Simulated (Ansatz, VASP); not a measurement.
Two plane-wave programs on AlN

```xyz
4
Lattice="3.1577 0.0000 0.0000 -1.5788 2.7346 0.0000 0.0000 0.0000 4.9033" Properties=species:S:1:pos:R:3 pbc="T T T"
Al    0.0000    1.8231    0.0000
Al    1.5788    0.9115    2.4517
N     0.0000    1.8231    1.8878
N     1.5788    0.9115    4.3394
```

Change from the starting cell: strain +0.015 along x and y, -0.015 along z, atoms carried along.

Alike in both runs: task single point; functional LDA; k mesh 9 × 9 × 6; occupations gaussian, width 0.05 eV; no spin polarisation.

```csv
,VASP,Ansatz
version,VASP 6.6.1,Ansatz 0.2.0
potentials or method,"VASP PAW LDA potentials, release 64 (Al, N), cutoff 520 eV","scalar-relativistic, plane waves, PAW"
valence electrons in the cell,16,16
```

|  | VASP | Ansatz | Ansatz less VASP |
| --- | --- | --- | --- |
| gap on the k mesh at the Fermi level (eV) | 3.98 | 3.97 | -0.005 |
| least direct gap on the mesh (eV) | 3.98 | 3.97 | -0.005 |
| pressure (GPa) | -6.8 | -7.3 | -0.52 |
| traceless stress, the component that is largest in VASP (GPa) | 6.63 | 6.54 | -0.096 |
| rms of the force components (eV/Å) | 0.087 | 0.082 | -0.0055 |

LDA's correlation is that of Perdew and Zunger in VASP and of Perdew and Wang (1992) in Ansatz. Atom by atom the forces differ by 0.005 eV/Å (rms over components).
